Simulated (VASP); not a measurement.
Write the native input for VASP 6.6.1 that does the following.

```
Task                   : single point
Functional             : PBEsol
Potentials or basis    : VASP PAW PBE potentials, release 64 (Ca_sv, S)
Cutoff                 : 500 eV
k mesh                 : 8 × 8 × 8
Occupations            : gaussian, width 0.01 eV
Spin                   : no spin polarisation
Dipole correction      : no
Further INCAR settings : ALGO = Normal; EDIFF = 1e-06; NBANDS = 15
```

The structure of CaS (Oldhamite) lies in POSCAR:

```
CaS
1.0
    0.0000000000      2.7881201054      2.7881201054
    2.7881201054      0.0000000000      2.7881201054
    2.7881201054      2.7881201054      0.0000000000
Ca S
1 1
Direct
    0.0000000000      0.0000000000      0.0000000000
    0.5000000000      0.5000000000      0.5000000000
```

The input as run:

INCAR

```
SYSTEM = CaS
PREC = Accurate ; ENCUT = 500
EDIFF = 1E-6 ; ISMEAR = 0
SIGMA = 0.01 ; LREAL = .False.
LASPH = .True. ; NELM = 120
ALGO = Normal ; ISIF = 2
LWAVE = .False. ; LCHARG = .False.
GGA = PS ; NBANDS = 15
GGA_COMPAT = .False.
```

KPOINTS

```
Automatic mesh
0
Gamma
  8 8 8
  0 0 0
```

Potentials or basis: VASP PAW PBE potentials, release 64 (Ca_sv, S).

Run with:

```bash
$ cat potpaw_PBE.64/Ca_sv/POTCAR potpaw_PBE.64/S/POTCAR > POTCAR
$ mpirun -np 1 vasp_std > vasp.out
```

Results of the run:

* Pressure: 2.2 GPa
* Band gap on the k mesh: 2.07 eV, indirect (least direct gap 2.94 eV)

Caveat: the PAW data sets were made with another functional, which shifts forces and pressure a little.

Wall time 36 s on 1 thread of Intel Xeon 8259CL (shared host), peak memory 0.17 GiB.
